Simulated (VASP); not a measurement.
Runs of VASP 6.6.1 on HfTa. The structure is that of space group Cmmm (No. 65), or close to it. The cells are those of the table. 

```tsv
cell	k mesh	gap on the mesh (eV)	pressure (GPa)
a = 2.903, b = 2.903, c = 4.773 Å, angles 90.0, 90.0, 109.0°, 2 atoms	7 × 7 × 4	none	-2.7
a = 2.864, b = 2.864, c = 4.710 Å, angles 90.0, 90.0, 109.0°, 2 atoms	8 × 8 × 5	none	3.6
a = 2.884, b = 2.884, c = 4.742 Å, angles 90.0, 90.0, 109.0°, 2 atoms	7 × 7 × 5	none	-0.1
a = 2.884, b = 2.884, c = 4.742 Å, angles 90.0, 90.0, 109.0°, 2 atoms	7 × 7 × 4	none	(a)
```

Alike in all rows: task single point; level LDA; potentials or basis VASP PAW LDA potentials, release 64 (Hf_pv, Ta_pv); no spin polarisation; cutoff (eV) 520; smearing gaussian 0.05 eV.

Fill in the values left out.

(a) 0.3.

Caveats: spin-orbit coupling is left out, which moves the levels of the heavy elements.

A k mesh can miss the band edges, and the runs leave out spin-orbit coupling on Hf, Ta.

A gap of «none» marks levels without a gap at the run's occupations.
